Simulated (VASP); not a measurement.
# Sb (R-3m) in VASP: a series of runs

Runs on Sb. Level: PBEsol. Tasks: single point.

All numbers are computed with VASP 6.6.1; they aren't measurements. Logs are shortened: lines on timing, memory, paths and dates and some standing lists are left out, and cuts for length are marked.

## 1. The cell of the first run

It takes space group R-3m (No. 166, trigonal). Conventional cell: a = 4.301 Å, b = 4.301 Å, c = 11.569 Å, α = 90.00°, β = 90.00°, γ = 120.00°. Within 3.9 Å of Sb (site symmetry 3m) lie 6 Sb at 2.93 to 3.39 Å.

## 2. Single point, PBEsol (strain +0.000 along x and y, +0.030 along z)

INCAR reads:

```
SYSTEM = Sb
PREC = Accurate
ENCUT = 500
EDIFF = 1E-6
ISMEAR = 0
SIGMA = 0.15
LREAL = .FALSE.
LASPH = .TRUE.
NELM = 120
ALGO = Normal
ISIF = 2
LWAVE = .FALSE.
LCHARG = .FALSE.
GGA = PS
NBANDS = 22
GGA_COMPAT = .FALSE.
```

KPOINTS reads:

```
regular mesh
0
G
  12 12 12
  0 0 0
```

POSCAR reads:

```
Sb
1.0
    2.1506003320      1.2416496806      3.8563200000
   -2.1506003320      1.2416496806      3.8563200000
    0.0000000000     -2.4832993611      3.8563200000
Sb
2
Direct
    0.2336400000      0.2336400000      0.2336400000
    0.7663600000      0.7663600000      0.7663600000
```

Potentials or basis: VASP PAW PBE potentials, release 64 (Sb_d_GW).

Run with:

```bash
> cat potpaw_PBE.64/Sb_d_GW/POTCAR > POTCAR
> mpirun -np 1 vasp_std > vasp.out
```

OUTCAR:

```text
SYSTEM = Sb
   PREC = Accurate
   ENCUT = 500
   EDIFF = 1E-6
   ISMEAR = 0
   LREAL = .FALSE.
   LASPH = .TRUE.
   NELM = 120
   ISIF = 2
   GGA = PS

 ion  position               nearest neighbor table
   1  0.234  0.234  0.234-   2 2.93   2 2.93   2 2.93   2 3.39   2 3.39   2 3.39
   2  0.766  0.766  0.766-   1 2.93   1 2.93   1 2.93   1 3.39   1 3.39   1 3.39

  LATTYP: Found a trigonal (rhomboedric) cell.
 ALAT       =     4.5867177436
 COS(alpha) =     0.5603112216

  Lattice vectors:

 A1 = (   2.1506003320,   1.2416496806,   3.8563200000)
 A2 = (  -2.1506003320,   1.2416496806,   3.8563200000)
 A3 = (   0.0000000000,  -2.4832993611,   3.8563200000)

Analysis of symmetry for initial positions (statically):
=====================================================================
 Subroutine PRICEL returns:
 Original cell was already a primitive cell.

 Routine SETGRP: Setting up the symmetry group for a
 trigonal (rhombohedral) supercell.

 Subroutine GETGRP returns: Found 12 space group operations
 (whereof 12 operations were pure point group operations)
 out of a pool of 12 trial point group operations.

The static configuration has the point symmetry D_3d.

Analysis of symmetry for dynamics (positions and initial velocities):
=====================================================================
 Subroutine PRICEL returns:
 Original cell was already a primitive cell.

 Routine SETGRP: Setting up the symmetry group for a
 trigonal (rhombohedral) supercell.

 Subroutine GETGRP returns: Found 12 space group operations
 (whereof 12 operations were pure point group operations)
 out of a pool of 12 trial point group operations.

The dynamic configuration has the point symmetry D_3d.

 Subroutine INISYM returns: Found 12 space group operations
 (whereof 12 operations are pure point group operations),
 and found     1 'primitive' translations

----------------------------------------------------------------------------------------

                                     Primitive cell

  volume of cell :      61.7850

  direct lattice vectors                    reciprocal lattice vectors
     2.150600332  1.241649681  3.856320000     0.232493222  0.134230024  0.086438193
    -2.150600332  1.241649681  3.856320000    -0.232493222  0.134230024  0.086438193
     0.000000000 -2.483299361  3.856320000     0.000000000 -0.268460048  0.086438193

  length of vectors
     4.586717744  4.586717744  4.586717744     0.282032549  0.282032549  0.282032549

  position of ions in fractional coordinates (direct lattice)
     0.233640000  0.233640000  0.233640000
     0.766360000  0.766360000  0.766360000

  ion indices of the primitive-cell ions
   primitive index   ion index
                 1           1
                 2           2

----------------------------------------------------------------------------------------

 KPOINTS: regular mesh

Automatic generation of k-mesh.
 Grid dimensions read from file:
 generate k-points for:   12   12   12

 Generating k-lattice:

  Cartesian coordinates                     Fractional coordinates (reciprocal lattice)
     0.019374435  0.011185835  0.007203183     0.083333333  0.000000000  0.000000000
    -0.019374435  0.011185835  0.007203183     0.000000000  0.083333333  0.000000000
     0.000000000 -0.022371671  0.007203183    -0.000000000 -0.000000000  0.083333333

  Length of vectors
     0.023502712  0.023502712  0.023502712

  Shift w.r.t. Gamma in fractional coordinates (k-lattice)
     0.000000000  0.000000000  0.000000000

 Subroutine IBZKPT returns following result:
 ===========================================

 Found    189 irreducible k-points:

 Following reciprocal coordinates:
            Coordinates               Weight
  0.000000  0.000000  0.000000      1.000000
  0.083333  0.000000  0.000000      6.000000
  0.166667  0.000000  0.000000      6.000000
  0.250000  0.000000  0.000000      6.000000
  0.333333  0.000000 -0.000000      6.000000
  0.416667  0.000000  0.000000      6.000000
[... 16 lines left out ...]
  0.500000  0.166667 -0.000000     12.000000
 -0.416667  0.166667  0.000000     12.000000
 [... further k-points ...]
   k-points           NKPTS =    189   k-points in BZ     NKDIM =    189   number of bands    NBANDS=     22
   number of dos      NEDOS =    301   number of ions     NIONS =      2
   total plane-waves  NPLWV =  46656
   dimension x,y,z NGX =    36 NGY =   36 NGZ =   36
   dimension x,y,z NGXF=    72 NGYF=   72 NGZF=   72
   ions per type =               2
   NGX,Y,Z   is equivalent  to a cutoff of  13.05, 13.05, 13.05 a.u.
   NGXF,Y,Z  is equivalent  to a cutoff of  26.10, 26.10, 26.10 a.u.
 SYSTEM =  Sb
   PREC   = accura    normal or accurate (medium, high low for compatibility)
   ISTART =      0    job   : 0-new  1-cont  2-samecut
   ICHARG =      2    charge: 1-file 2-atom 10-const
   ISPIN  =      1    spin polarized calculation?
   LNONCOLLINEAR =      F non collinear calculations
   LSORBIT =      F    spin-orbit coupling
   LASPH  =      T    aspherical Exc in radial PAW
   ENCUT  =  500.0 eV  36.75 Ry    6.06 a.u.   8.36  8.36  8.36*2*pi/ulx,y,z
   NELM   =    120;   NELMIN=  2; NELMDL= -5     # of ELM steps
   EDIFF  = 0.1E-05   stopping-criterion for ELM
   LREAL  =      F    real-space projection
[... 7 lines left out ...]
   TEBEG  =    0.0;   TEEND  =   0.0 temperature during run
   PSTRESS=    0.0 pullay stress
   NELECT =      30.0000    total number of electrons
   NUPDOWN=      -1.0000    fix difference up-down
   EMIN   =  10.00;   EMAX   =-10.00  energy-range for DOS
   EFERMI =   0.00;   METHOD = LEGACY
   ISMEAR =     0;   SIGMA  =   0.15  broadening in eV -4-tet -1-fermi 0-gaus
   EFERMI_NEDOS =   21; number of points for ismear=-14 and -15
   IALGO  =     38    algorithm
   IMIX   =      4    mixing-type and parameters
     AMIX     =   0.40;   BMIX     =  1.00
     AMIX_MAG =   1.60;   BMIX_MAG =  1.00
  volume/ion in A,a.u.               =      30.89       208.47
  Fermi-wavevector in a.u.,A,eV,Ry     =   1.286730  2.431568 22.526826  1.655675
  Thomas-Fermi vector in A             =   2.418787
   LORBIT       =      0    0 simple, 1 ext, 2 COOP (PROOUT), +10 PAW based schemes
   GGA     = PS    functional components
   LHFCALC =     F    Hartree Fock is set to
   AEXX    =    0.0000 exact exchange contribution
   IVDW    =     0    specifies the selected vdW correction
   LEPSILON=     F    determine dielectric tensor
   LRPA    =     F    only Hartree local field effects (RPA)
 non-spin polarized calculation
 Gauss-broadening in eV      SIGMA  =   0.15
  energy-cutoff  :      500.00
  volume of cell :       61.79
 maximum number of plane-waves:      1593
 NGX is ok and might be reduce to    36
   NGX = 17   NGY = 17   NGZ = 17

 number of electron      29.9999997 magnetization

 Free energy of the ion-electron system (eV)
  ---------------------------------------------------
  ext. energy  EPLUGINS =         0.00000000
  ---------------------------------------------------
  free energy    TOTEN  =        -9.14935437 eV

  energy without entropy =       -9.14664400  energy(sigma->0) =       -9.14799919

 E-fermi :   4.9621     XC(G=0):  -9.9549

 val. band max:        4.8700110643   @ k =   0.4167   0.2500   0.2500
 cond. band min:       4.9626711228   @ k =   0.4167   0.0833   0.0833
 fundamental gap:      0.0926600585
 Fermi energy:         4.9620585577

 k-point     1 :       0.0000    0.0000    0.0000
  band No.  band energies     occupation
      1     -24.3443      2.00000
      2     -24.3443      2.00000
      3     -24.2600      2.00000
      4     -24.2600      2.00000
      5     -24.2409      2.00000
      6     -24.1548      2.00000
[... 14 lines left out ...]
     21      10.2369      0.00000
     22      11.5521      0.00000

 k-point     2 :       0.0833    0.0000    0.0000
  band No.  band energies     occupation
      1     -24.3417      2.00000
      2     -24.3405      2.00000
      3     -24.2588      2.00000
      4     -24.2578      2.00000
      5     -24.2393      2.00000
      6     -24.1565      2.00000
[... 14 lines left out ...]
     21      10.2589      0.00000
     22      12.1944      0.00000

 k-point     3 :       0.1667    0.0000    0.0000
  band No.  band energies     occupation
      1     -24.3344      2.00000
      2     -24.3293      2.00000
      3     -24.2556      2.00000
      4     -24.2517      2.00000
      5     -24.2345      2.00000
      6     -24.1613      2.00000
[... 14 lines left out ...]
     21      10.5654      0.00000
     22      13.4843      0.00000

 k-point     4 :       0.2500    0.0000    0.0000
  band No.  band energies     occupation
      1     -24.3235      2.00000
      2     -24.3116      2.00000
      3     -24.2512      2.00000
      4     -24.2421      2.00000
      5     -24.2265      2.00000
      6     -24.1691      2.00000
[... 14 lines left out ...]
     21      11.2463      0.00000
     22      15.0301      0.00000

 k-point     5 :       0.3333    0.0000   -0.0000
  band No.  band energies     occupation
      1     -24.3112      2.00000
      2     -24.2890      2.00000
      3     -24.2469      2.00000
      4     -24.2301      2.00000
      5     -24.2161      2.00000
      6     -24.1811      2.00000
[... 417 lines left out ...]
 k-point    22 :       0.4167    0.1667   -0.0000
  band No.  band energies     occupation
      1     -24.3187      2.00000
      2     -24.2695      2.00000
      3     -24.2421      2.00000
      4     -24.2346      2.00000
      5     -24.2070      2.00000
      6     -24.1932      2.00000
[... 14 lines left out ...]
     21      13.9118      0.00000
     22      14.1051      0.00000

 k-point    23 :       0.5000    0.1667   -0.0000
  band No.  band energies     occupation
      1     -24.3099      2.00000
      2     -24.2530      2.00000
      3     -24.2366      2.00000
      4     -24.2277      2.00000
      5     -24.2056      2.00000
      6     -24.1962      2.00000
[... 14 lines left out ...]
     21      13.5621      0.00000
     22      14.2811      0.00000

 k-point    24 :      -0.4167    0.1667    0.0000
  band No.  band energies     occupation
      1     -24.3087      2.00000
      2     -24.2388      2.00000
      3     -24.2361      2.00000
      4     -24.2230      2.00000
      5     -24.2110      2.00000
      6     -24.2046      2.00000
[... 14 lines left out ...]
     21      12.8706      0.00000
     22      14.6902      0.00000

 [... further k-points ...]
[... 5 lines left out ...]
  --------------------------------------------------------------------------------------
  -------------------------------------------------------------------------------------
  Total       -0.2864633     -0.2864633     -0.7534184      0.0000000     -0.0000000      0.0000000
  in kB       -7.4284191     -7.4284191    -19.5372627      0.0000000     -0.0000000      0.0000000
  external PRESSURE =     -11.4647003 kB  Pullay stress =       0.0000000 kB

 VOLUME and BASIS-vectors are now :
 -----------------------------------------------------------------------------
  energy-cutoff  :      500.00
  volume of cell :       61.79
      direct lattice vectors                 reciprocal lattice vectors
     2.150600332  1.241649681  3.856320000     0.232493222  0.134230024  0.086438193
    -2.150600332  1.241649681  3.856320000    -0.232493222  0.134230024  0.086438193
     0.000000000 -2.483299361  3.856320000     0.000000000 -0.268460048  0.086438193

 POSITION                                       TOTAL-FORCE (eV/Angst)
 -----------------------------------------------------------------------------------
      0.00000      0.00000      2.70297         0.000000     -0.000000     -0.033609
      0.00000      0.00000      8.86599         0.000000      0.000000      0.033609
 -----------------------------------------------------------------------------------
    total drift:                               -0.000000      0.000000      0.000000

  FREE ENERGIE OF THE ION-ELECTRON SYSTEM (eV)
  ---------------------------------------------------
  free  energy   TOTEN  =        -9.1493543737 eV

  energy  without entropy=       -9.1466440020  energy(sigma->0) =       -9.14799919
```

Wall time 4.7 min (1 thread of AMD EPYC 7R13 (Zen 3), shared host); peak memory 0.35 GiB.

What came out:

* Free energy: -9.1494 eV
* Pressure: -1.1 GPa
* Largest force: 0.034 eV/Å
* Band gap on the k mesh: zero (bands 15 and 16 overlap by 0.25 eV)

Forces in eV/Å, atoms in the order of the input:
```
Sb   0.000  0.000 -0.034
Sb   0.000  0.000  0.034
```

Levels at points of the mesh, in eV from the Fermi level:
```tsv
k point	band 11	band 12	band 13	band 14	band 15	band 16	band 17	band 18	band 19	band 20
(0.00, 0.00, 0.00)	-12.55	-4.99	-2.19	-1.62	-1.62	2.08	2.66	2.66	5.22	5.27
(0.50, 0.00, 0.00)	-10.23	-9.50	-1.91	-1.85	-0.28	-0.20	0.02	0.57	7.27	7.93
(0.50, 0.50, 0.00)	-10.25	-7.97	-5.31	-3.72	-3.44	1.60	4.75	5.40	6.62	9.03
(0.50, 0.50, 0.50)	-11.13	-8.94	-1.14	-1.14	-0.33	0.29	0.29	1.18	6.80	8.81
```

Caveat: the cell differs from its parent crystal (strain +0.000 along x and y, +0.030 along z); the PAW data sets were made with another functional, which shifts forces and pressure a little; spin-orbit coupling is left out, which moves the levels of the heavy elements.

## 3. Single point, PBEsol (strain +0.000 along x and y, -0.015 along z)

INCAR reads:

```
SYSTEM = Sb
  ALGO = Normal
  EDIFF = 1E-6
  ENCUT = 500
  GGA = PS
  GGA_COMPAT = .FALSE.
  ISIF = 2
  ISMEAR = 0
  LASPH = .TRUE.
  LCHARG = .FALSE.
  LREAL = .FALSE.
  LWAVE = .FALSE.
  NBANDS = 22
  NELM = 120
  PREC = Accurate
  SIGMA = 0.15
```

KPOINTS reads:

```
k-points
0
G
  12 12 12
  0 0 0
```

POSCAR reads:

```
Sb
1.0
    2.1506003320      1.2416496806      3.6878400000
   -2.1506003320      1.2416496806      3.6878400000
    0.0000000000     -2.4832993611      3.6878400000
Sb
2
Direct
    0.2336400000      0.2336400000      0.2336400000
    0.7663600000      0.7663600000      0.7663600000
```

Potentials or basis: VASP PAW PBE potentials, release 64 (Sb_d_GW).

Run with:

```bash
> cat potpaw_PBE.64/Sb_d_GW/POTCAR > POTCAR
> mpirun -np 1 vasp_std > vasp.out
```

It took 82 s on 1 thread of Intel Xeon 6975P-C (Granite Rapids), shared host; peak memory 0.36 GiB.

Results (log left out):

```yaml
Free_energy: -9.1561 eV
Pressure: 1.1 GPa
Largest_force: 0.263 eV/Å
Band_gap_on_the_k_mesh: zero (bands 15 and 16 overlap by 0.29 eV)
```

Forces on the atoms (eV/Å):
```
Sb   0.000  0.000  0.263
Sb   0.000  0.000 -0.263
```

Levels at points of the mesh, in eV from the Fermi level:
```
           k point  band 13  band 14  band 15  band 16  band 17  band 18
(0.00, 0.00, 0.00)    -1.94    -1.84    -1.84     2.16     2.80     2.80
(0.50, 0.00, 0.00)    -1.92    -1.71    -0.25    -0.19     0.30     0.49
(0.50, 0.50, 0.00)    -5.54    -3.76    -3.76     1.47     5.14     5.65
(0.50, 0.50, 0.50)    -1.34    -1.34    -0.53     0.07     0.07     1.09
```

Caveat: the cell differs from its parent crystal (strain +0.000 along x and y, -0.015 along z); the PAW data sets were made with another functional, which shifts forces and pressure a little; spin-orbit coupling is left out, which moves the levels of the heavy elements.

The gap in the log of VASP goes by the Fermi energy; the results here count the filled bands.